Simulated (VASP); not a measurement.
A run of VASP 6.6.1 is set up as follows.

The input INCAR:

```
  PREC = Accurate
  ENCUT = 520
  EDIFF = 1E-6
  ISMEAR = -1
  SIGMA = 0.05
  LREAL = F
  LASPH = T
  NELM = 80
  ALGO = Normal
  ISIF = 2
  LWAVE = F
  LCHARG = T
  GGA = PE
  LELF = T
  LVHAR = T
  NBANDS = 14
```

The input KPOINTS:

```
Automatic mesh
0
Gamma
  15 15 15
```

Contents of POSCAR:

```
HfC
1.0
    0.0000000000      2.3250000000      2.3250000000
    2.3250000000      0.0000000000      2.3250000000
    2.3250000000      2.3250000000      0.0000000000
Hf C
1 1
Direct
    0.5000000000      0.5000000000      0.5000000000
    0.0000000000      0.0000000000      0.0000000000
```

Potentials or basis: VASP PAW PBE potentials, release 64 (Hf_pv, C).

The run is started by

```console
$ cat potpaw_PBE.64/Hf_pv/POTCAR potpaw_PBE.64/C/POTCAR > POTCAR
$ mpirun -np 1 vasp_std > vasp.out
```

Question: Predict the pressure.

Answer: -0.5 GPa.

Question: Predict the band gap on the k mesh.

Answer: Zero (bands 7 and 8 overlap by 1.43 eV).

Caveat: spin-orbit coupling is left out, which moves the levels of the heavy elements.
